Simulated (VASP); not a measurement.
# LiFeN (P-6m2) in VASP: settings compared, part 3 of 3

VASP 6.6.1. The steps go on from the part before.

## (4) Single point, PBE, collinear spin, ferromagnetic start

File INCAR:

```
SYSTEM = LiFeN
PREC = Accurate ; ENCUT = 750
EDIFF = 1E-6 ; ISMEAR = 0
SIGMA = 0.1 ; LREAL = .False.
LASPH = .True. ; NELM = 200
ALGO = Normal ; ISIF = 2
LWAVE = .False. ; LCHARG = .False.
ISPIN = 2 ; MAGMOM = 0 0.45 0
LORBIT = 11 ; LMAXMIX = 4
GGA = PE ; NBANDS = 23
GGA_COMPAT = .False.
```

File KPOINTS:

```
Automatic mesh
0
Gamma
  6 6 4
  0 0 0
```

File POSCAR:

```
LiFeN
1.0
    3.1006003459      0.0000000000      0.0000000000
   -1.5503001730      2.6851986665      0.0000000000
    0.0000000000      0.0000000000      4.1453390000
Li Fe N
1 1 1
Direct
    0.3333333333      0.6666666667      0.0000000000
    0.6666666667      0.3333333333      0.5000000000
    0.3333333333      0.6666666667      0.5000000000
```

Potentials or basis: VASP PAW PBE potentials, release 64 (Li_sv, Fe_sv, N).

Command:

```console
cat potpaw_PBE.64/Li_sv/POTCAR potpaw_PBE.64/Fe_sv/POTCAR potpaw_PBE.64/N/POTCAR > POTCAR
mpirun -np 1 vasp_std > vasp.out
```

OUTCAR:

```text
SYSTEM = LiFeN
   PREC = Accurate
   ENCUT = 750
   EDIFF = 1E-6
   ISMEAR = 0
   LREAL = .False.
   LASPH = .True.
   NELM = 200
   ISIF = 2
   ISPIN = 2
   LORBIT = 11
   GGA = PE

 ion  position               nearest neighbor table
   1  0.333  0.667  0.000-   3 2.07   3 2.07
   2  0.667  0.333  0.500-   3 1.79   3 1.79   3 1.79
   3  0.333  0.667  0.500-   2 1.79   2 1.79   2 1.79   1 2.07   1 2.07

  LATTYP: Found a hexagonal cell.
 ALAT       =     3.1006003459
 C/A-ratio  =     1.3369472159

  Lattice vectors:

 A1 = (   3.1006003459,   0.0000000000,   0.0000000000)
 A2 = (  -1.5503001730,   2.6851986665,   0.0000000000)
 A3 = (   0.0000000000,   0.0000000000,   4.1453390000)

Analysis of symmetry for initial positions (statically):
=====================================================================
 Subroutine PRICEL returns:
 Original cell was already a primitive cell.

 Routine SETGRP: Setting up the symmetry group for a
 hexagonal supercell.

 Subroutine GETGRP returns: Found 12 space group operations
 (whereof 12 operations were pure point group operations)
 out of a pool of 24 trial point group operations.

The static configuration has the point symmetry D_3h.

Analysis of symmetry for dynamics (positions and initial velocities):
=====================================================================
 Subroutine PRICEL returns:
 Original cell was already a primitive cell.

 Routine SETGRP: Setting up the symmetry group for a
 hexagonal supercell.

 Subroutine GETGRP returns: Found 12 space group operations
 (whereof 12 operations were pure point group operations)
 out of a pool of 24 trial point group operations.

The dynamic configuration has the point symmetry D_3h.

Analysis of structural, dynamic, and magnetic symmetry:
=====================================================================
 Subroutine PRICEL returns:
 Original cell was already a primitive cell.

 Routine SETGRP: Setting up the symmetry group for a
 hexagonal supercell.

 Subroutine GETGRP returns: Found 12 space group operations
 (whereof 12 operations were pure point group operations)
 out of a pool of 24 trial point group operations.

The overall configuration has the point symmetry D_3h.

 Subroutine INISYM returns: Found 12 space group operations
 (whereof 12 operations are pure point group operations),
 and found     1 'primitive' translations

----------------------------------------------------------------------------------------

                                     Primitive cell

  volume of cell :      34.5130

  direct lattice vectors                    reciprocal lattice vectors
     3.100600346  0.000000000  0.000000000     0.322518186  0.186205962  0.000000000
    -1.550300173  2.685198666  0.000000000     0.000000000  0.372411923  0.000000000
     0.000000000  0.000000000  4.145339000     0.000000000  0.000000000  0.241234794

  length of vectors
     3.100600346  3.100600346  4.145339000     0.372411923  0.372411923  0.241234794

  position of ions in fractional coordinates (direct lattice)
     0.333333333  0.666666667  0.000000000
     0.666666667  0.333333333  0.500000000
     0.333333333  0.666666667  0.500000000

[... 61 lines left out ...]
   NGX,Y,Z   is equivalent  to a cutoff of  15.01, 15.01, 16.04 a.u.
   NGXF,Y,Z  is equivalent  to a cutoff of  30.03, 30.03, 32.08 a.u.
 SYSTEM =  LiFeN
   PREC   = accura    normal or accurate (medium, high low for compatibility)
   ISTART =      0    job   : 0-new  1-cont  2-samecut
   ICHARG =      2    charge: 1-file 2-atom 10-const
   ISPIN  =      2    spin polarized calculation?
   LNONCOLLINEAR =      F non collinear calculations
   LSORBIT =      F    spin-orbit coupling
   LASPH  =      T    aspherical Exc in radial PAW
   ENCUT  =  750.0 eV  55.12 Ry    7.42 a.u.   6.92  6.92  9.26*2*pi/ulx,y,z
   NELM   =    200;   NELMIN=  2; NELMDL= -5     # of ELM steps
   EDIFF  = 0.1E-05   stopping-criterion for ELM
   LREAL  =      F    real-space projection
[... 7 lines left out ...]
   TEBEG  =    0.0;   TEEND  =   0.0 temperature during run
   PSTRESS=    0.0 pullay stress
   NELECT =      24.0000    total number of electrons
   NUPDOWN=      -1.0000    fix difference up-down
   EMIN   =  10.00;   EMAX   =-10.00  energy-range for DOS
   EFERMI =   0.00;   METHOD = LEGACY
   ISMEAR =     0;   SIGMA  =   0.10  broadening in eV -4-tet -1-fermi 0-gaus
   EFERMI_NEDOS =   21; number of points for ismear=-14 and -15
   IALGO  =     38    algorithm
   IMIX   =      4    mixing-type and parameters
     AMIX     =   0.40;   BMIX     =  1.00
     AMIX_MAG =   1.60;   BMIX_MAG =  1.00
  volume/ion in A,a.u.               =      11.50        77.63
  Fermi-wavevector in a.u.,A,eV,Ry     =   1.450389  2.740838 28.621599  2.103628
  Thomas-Fermi vector in A             =   2.568007
   LORBIT       =     11    0 simple, 1 ext, 2 COOP (PROOUT), +10 PAW based schemes
   GGA     = PE    functional components
   LHFCALC =     F    Hartree Fock is set to
   AEXX    =    0.0000 exact exchange contribution
   IVDW    =     0    specifies the selected vdW correction
   LEPSILON=     F    determine dielectric tensor
   LRPA    =     F    only Hartree local field effects (RPA)
 spin polarized calculation
 Gauss-broadening in eV      SIGMA  =   0.10
  energy-cutoff  :      750.00
  volume of cell :       34.51
 maximum number of plane-waves:      1636
 NGX is ok and might be reduce to    28
   NGX = 13   NGY = 13   NGZ = 19

 number of electron      24.0000010 magnetization       0.0033708

 Free energy of the ion-electron system (eV)
  ---------------------------------------------------
  ext. energy  EPLUGINS =         0.00000000
  ---------------------------------------------------
  free energy    TOTEN  =       -19.11970138 eV

  energy without entropy =      -19.11008581  energy(sigma->0) =      -19.11489360

 E-fermi :   5.9982     XC(G=0): -10.4415

 val. band max:        5.8930093836   @ k =   0.3333   0.0000   0.0000
 cond. band min:       6.0016108657   @ k =   0.1667   0.1667   0.2500
 fundamental gap:      0.1086014821
 Fermi energy:         5.9981569159

 spin component 1

 k-point     1 :       0.0000    0.0000    0.0000
  band No.  band energies     occupation
      1     -81.4102      1.00000
      2     -47.8593      1.00000
      3     -47.8593      1.00000
      4     -46.7534      1.00000
      5     -39.8625      1.00000
      6     -10.4600      1.00000
[... 535 lines left out ...]
     22      25.1659      0.00000
     23      25.5047      0.00000
 Fermi energy:         5.9981569159

 spin component 2

 k-point     1 :       0.0000    0.0000    0.0000
  band No.  band energies     occupation
      1     -81.4061      1.00000
      2     -47.8549      1.00000
      3     -47.8549      1.00000
      4     -46.7502      1.00000
      5     -39.8626      1.00000
      6     -10.4599      1.00000
[... 535 lines left out ...]
     22      25.1658      0.00000
     23      25.5059      0.00000

------------------------ aborting loop because EDIFF is reached ----------------------------------------

  FORCE on cell =-STRESS in cart. coord.  units (eV):
  Direction    XX          YY          ZZ          XY          YZ          ZX
  --------------------------------------------------------------------------------------
  -------------------------------------------------------------------------------------
  Total       -0.5539337     -0.5539337     -0.0193095      0.0000000     -0.0000000      0.0000000
  in kB      -25.7149769    -25.7149769     -0.8963963      0.0000000     -0.0000000      0.0000000
  external PRESSURE =     -17.4421167 kB  Pullay stress =       0.0000000 kB

 VOLUME and BASIS-vectors are now :
 -----------------------------------------------------------------------------
  energy-cutoff  :      750.00
  volume of cell :       34.51
      direct lattice vectors                 reciprocal lattice vectors
     3.100600346  0.000000000  0.000000000     0.322518186  0.186205962  0.000000000
    -1.550300173  2.685198666  0.000000000     0.000000000  0.372411923  0.000000000
     0.000000000  0.000000000  4.145339000     0.000000000  0.000000000  0.241234794

 POSITION                                       TOTAL-FORCE (eV/Angst)
 -----------------------------------------------------------------------------------
     -0.00000      1.79013      0.00000        -0.000000      0.000000      0.000000
      1.55030      0.89507      2.07267         0.000000     -0.000000      0.000000
     -0.00000      1.79013      2.07267        -0.000000      0.000000      0.000000
 -----------------------------------------------------------------------------------
    total drift:                               -0.000001      0.000001      0.000000

  FREE ENERGIE OF THE ION-ELECTRON SYSTEM (eV)
  ---------------------------------------------------
  free  energy   TOTEN  =       -19.1197013777 eV

  energy  without entropy=      -19.1100858144  energy(sigma->0) =      -19.11489360

 total charge

# of ion       s       p       d       tot
------------------------------------------
    1        2.028   0.066   0.000   2.094
    2        2.200   6.042   5.621  13.863
    3        1.268   2.426   0.000   3.694
--------------------------------------------------
tot          5.496   8.534   5.621  19.651

 magnetization (x)

# of ion       s       p       d       tot
------------------------------------------
    1       -0.000  -0.000   0.000  -0.000
    2        0.000   0.000   0.003   0.003
    3        0.000  -0.000   0.000  -0.000
--------------------------------------------------
tot          0.000  -0.000   0.003   0.003
```

stdout:

```text
POSCAR found type information on POSCAR LiFeN
 POSCAR found :  3 types and       3 ions
 scaLAPACK will be used
 LDA part: xc-table for (Slater+PW92), standard interpolation
 POSCAR, INCAR and KPOINTS ok, starting setup
 FFT: planning ... GRIDC
 FFT: planning ... GRID_SOFT
 FFT: planning ... GRID
 WAVECAR not read
 entering main loop
```

Wall time 52 s (1 thread of Intel Xeon 6975P-C (Granite Rapids), shared host); peak memory 0.22 GiB.

What came out:

```yaml
Free_energy: -19.1197 eV
Pressure: -1.7 GPa
Band_gap_on_the_k_mesh: zero (filled and empty bands overlap)
Net_moment: 0.00 μB per cell
Valence_electrons_inside_the_program's_atomic_spheres: Li 2.09; Fe 13.86; N 3.69
```

Stress tensor (GPa, compression positive):
```
-2.57  0.00  0.00
 0.00 -2.57  0.00
 0.00  0.00 -0.09
```

Levels at points of the mesh, in eV from the Fermi level:
Spin up:
```
           k point  band 8  band 9  band 10  band 11  band 12  band 13  band 14  band 15  band 16  band 17
(0.00, 0.00, 0.00)   -6.45   -5.04    -2.79    -0.89    -0.89     2.15     3.60     3.60     8.06     9.13
(0.50, 0.00, 0.00)   -5.31   -4.70    -1.85    -1.26    -1.11     0.13     0.62     4.13     5.92     7.32
(0.00, 0.00, 0.50)   -6.43   -5.55    -1.17    -0.94    -0.94     2.20     3.64     3.64     4.61    12.02
(0.50, 0.00, 0.50)   -5.22   -4.66    -1.46    -1.22    -0.40    -0.37     0.19     2.03     6.62     8.73
```
Spin down:
```csv
k point,band 8,band 9,band 10,band 11,band 12,band 13,band 14,band 15,band 16,band 17
"(0.00, 0.00, 0.00)",-6.45,-5.04,-2.79,-0.89,-0.89,2.15,3.61,3.61,8.06,9.13
"(0.50, 0.00, 0.00)",-5.31,-4.69,-1.85,-1.26,-1.11,0.13,0.62,4.13,5.92,7.32
"(0.00, 0.00, 0.50)",-6.43,-5.55,-1.17,-0.94,-0.94,2.20,3.65,3.65,4.61,12.02
"(0.50, 0.00, 0.50)",-5.22,-4.66,-1.45,-1.22,-0.40,-0.37,0.19,2.04,6.62,8.73
```

Caveat: the k points lie up to 0.39 Å⁻¹ apart, too coarse for converged energies and pressures of a metal. With open d or f shells a metallic result of PBE can be an artefact of self-interaction; +U or a hybrid may open a gap.

## (5) Summary

| level | k mesh | gap on the mesh (eV) | pressure (GPa) | moment (μB) |
| --- | --- | --- | --- | --- |
| BLYP | 6 × 6 × 4 | none | 2.9 | 0.00 |
| PBE | 6 × 2 × 4 | none | -1.8 | 0.09 |
| PBE | 6 × 6 × 4 | none | -1.7 | 0.00 |

Alike in all rows: task single point; potentials or basis VASP PAW PBE potentials, release 64 (Li_sv, Fe_sv, N); spin collinear, ferromagnetic start; cell as given; cutoff (eV) 750; smearing gaussian 0.1 eV.

Caveats: all runs use coarse meshes; the PAW data sets were made with another functional, which shifts forces and pressure a little (at least some runs); forces of over 1 eV/Å act on the atoms, so gaps and moduli don't describe the material at rest (at least some runs).

Absolute energies hang on the potentials; compare differences alone.
